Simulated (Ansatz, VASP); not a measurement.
# NiO in VASP and in Ansatz

INCAR

```
SYSTEM = NiO
  PREC = Accurate
  ENCUT = 600
  EDIFF = 1E-7
  ISMEAR = -1
  SIGMA = 0.05
  LREAL = .False.
  LASPH = .True.
  NELM = 150
  ALGO = Normal
  ISIF = 3
  LWAVE = .False.
  LCHARG = .False.
  ISPIN = 2
  MAGMOM = 1 0
  LORBIT = 11
  LMAXMIX = 4
  GGA = RP
  IVDW = 12
  IBRION = 2
  NSW = 80
  EDIFFG = -0.01
```

Contents of KPOINTS:

```
Automatic mesh
0
Gamma
  11 11 11
  0 0 0
```

POSCAR

```
NiO
1.0
    0.0000000000      2.0859016414      2.0859016414
    2.0859016414      0.0000000000      2.0859016414
    2.0859016414      2.0859016414      0.0000000000
Ni O
1 1
Direct
    0.0000000000      0.0000000000      0.0000000000
    0.5000000000      0.5000000000      0.5000000000
```

input.yaml

```yaml
crystal:
  lattice:
    - [0.0, 2.0859016414, 2.0859016414]
    - [2.0859016414, 0.0, 2.0859016414]
    - [2.0859016414, 2.0859016414, 0.0]
  atoms:
    - { symbol: Ni, position: [0.0, 0.0, 0.0], spin: 1.0 }
    - { symbol: O, position: [0.5, 0.5, 0.5] }
kpoints:
  mp_grid: { grid: [11, 11, 11] }
scf:
  occupations: { method: fermi_dirac, width: 0.05 }
hamiltonian:
  xc: rpbe
  dispersion: d3bj
  pseudopotentials: { kind: all_electron, lapw: { basis_error: 0.001 } }
magnetization:
  spin_polarized: true
output:
  forces: true
  stress: true
relax:
  f_tol: 0.01
  max_steps: 60
  cell: {}
```

Alike in both runs: task relaxation of cell and atoms; functional RPBE; dispersion D3(BJ); k mesh 11 × 11 × 11; occupations fermi-dirac, width 0.05 eV; collinear spin.

|  | VASP | Ansatz |
| --- | --- | --- |
| version | VASP 6.6.1 | Ansatz 0.2.0 |
| potentials or method | VASP PAW PBE potentials, release 64 (Ni, O), cutoff 600 eV | all-electron LAPW, scalar-relativistic |

|  | VASP | Ansatz | Ansatz less VASP |
| --- | --- | --- | --- |
| net moment per atom (μB) | 0.89 | 0.92 | +0.035 |
| size of the moment on the site where the two differ most (μB) | 1.46 | 1.53 | +0.067 |
| relaxed volume (Å³/atom) | 8.99 | 9.02 | +0.024 |
| relaxed cell length with the largest relative difference (Å) | 2.941 | 2.944 | +0.0026 |

VASP's potentials were made for PBE, not for RPBE. Site moments also hang on the region over which each program counts them. Ansatz ran all-electron here, and VASP with PAW potentials.
